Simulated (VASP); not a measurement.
Write the native input for VASP 6.6.1 that does the following.

| Quantity | Value |
| --- | --- |
| Task | relaxation of shape and atoms at fixed volume |
| Functional | PBEsol |
| Potentials or basis | VASP PAW PBE potentials, release 64 (Sn_d) |
| Cutoff | 600 eV |
| k mesh | 14 × 14 × 14 |
| Occupations | gaussian, width 0.1 eV |
| Spin | no spin polarisation |
| Dipole correction | no |
| Further INCAR settings | ALGO = Fast; EDIFF = 1e-06; IBRION = 2; EDIFFG = -0.01; NSW = 50; ISIF = 4 |

The structure of Sn lies in POSCAR:

```
Sn
1.0
   -2.9669713802      2.9669713802      1.6181109183
    2.9669713802     -2.9669713802      1.6181109183
    2.9669713802      2.9669713802     -1.6181109183
Sn
2
Direct
    0.7500000000      0.2500000000      0.5000000000
    0.0000000000      0.0000000000      0.0000000000
```

These files were run (other wordings do the same):

INCAR

```
SYSTEM = Sn
  PREC = Accurate
  ENCUT = 600
  EDIFF = 1E-6
  ISMEAR = 0
  SIGMA = 0.1
  LREAL = .False.
  LASPH = .True.
  NELM = 60
  ALGO = Fast
  ISIF = 4
  LWAVE = .False.
  LCHARG = .False.
  GGA = PS
  IBRION = 2
  NSW = 50
  EDIFFG = -0.01
```

KPOINTS

```
Automatic mesh
0
Gamma
  14 14 14
  0 0 0
```

Potentials or basis: VASP PAW PBE potentials, release 64 (Sn_d).

Command:

```console
$ cat potpaw_PBE.64/Sn_d/POTCAR > POTCAR
$ mpirun -np 1 vasp_std > vasp.out
```

Results of the run:

```
Pressure after relaxing : -2.8 GPa
Band gap on the k mesh  : zero (bands 14 and 15 overlap by 3.76 eV)
```

Caveat: the PAW data sets were made with another functional, which shifts forces and pressure a little; spin-orbit coupling is left out, which moves the levels of the heavy elements.

It took 4.5 min on 1 thread of Intel(R) Xeon(R) Platinum 8259CL CPU @ 2.50GHz (Skylake/Cascade Lake) (shared host), peak memory 0.39 GiB.
